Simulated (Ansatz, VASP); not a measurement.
# One calculation of C, two programs

Contents of INCAR:

```
PREC = Accurate
ENCUT = 520
EDIFF = 1E-7
ISMEAR = 0
SIGMA = 0.1
LREAL = False
LASPH = True
NELM = 100
ALGO = Normal
ISIF = 2
LWAVE = False
LCHARG = False
GGA = PE
NBANDS = 16
```

Contents of KPOINTS:

```
Automatic mesh
0
Gamma
  6 6 6
```

POSCAR

```
C
1.0
    3.4284251973      0.0000000000      0.0000000000
    0.0000000000      3.4284251973      0.0000000000
    0.0000000000      0.0000000000      3.6923647672
C
4
Direct
    0.0000000000      0.3004501234      0.0000000000
    0.6995498766      0.0000000000      0.0000000000
    0.3004501234      0.0000000000      0.0000000000
    0.0000000000      0.6995498766      0.0000000000
```

Input for Ansatz:

```yaml
crystal:
  lattice:
    - [3.4284251973, 0.0, 0.0]
    - [0.0, 3.4284251973, 0.0]
    - [0.0, 0.0, 3.6923647672]
  atoms:
    - { symbol: C, position: [0.0, 0.3004501234, 0.0] }
    - { symbol: C, position: [0.6995498766, 0.0, 0.0] }
    - { symbol: C, position: [0.3004501234, 0.0, 0.0] }
    - { symbol: C, position: [0.0, 0.6995498766, 0.0] }
basis:
  ecutwfc: 420
kpoints:
  mp_grid: { grid: [6, 6, 6] }
hamiltonian:
  xc: pbe
scf:
  occupations: { method: gaussian, width: 0.1 }
  lower_state_search: "off"
output:
  forces: true
  stress: true
  eigenvalues: true
```

Change from the starting cell: the structure that the rattled cell fell into.

Alike in both runs: task single point; functional PBE; k mesh 6 × 6 × 6; occupations gaussian, width 0.1 eV; no spin polarisation.

|  | VASP | Ansatz |
| --- | --- | --- |
| version | VASP 6.6.1 | Ansatz 0.2.0 |
| potentials or method | VASP PAW PBE potentials, release 64 (C), cutoff 520 eV | scalar-relativistic, plane waves, PAW |
| valence electrons in the cell | 16 | 16 |

```tsv
	VASP	Ansatz	Ansatz less VASP
gap on the k mesh at the Fermi level (eV)	none	none	-
pressure (GPa)	3.5	3.2	-0.26
traceless stress, the component that is largest in VASP (GPa)	-3.48	-3.14	+0.335
rms of the force components (eV/Å)	0.091	0.115	+0.0236
```

Atom by atom the forces differ by 0.024 eV/Å (rms over components). A gap of «none» marks a metal or a gap that the smearing closes. With one functional, cell and mesh, what is left measures potentials, basis and numerics.
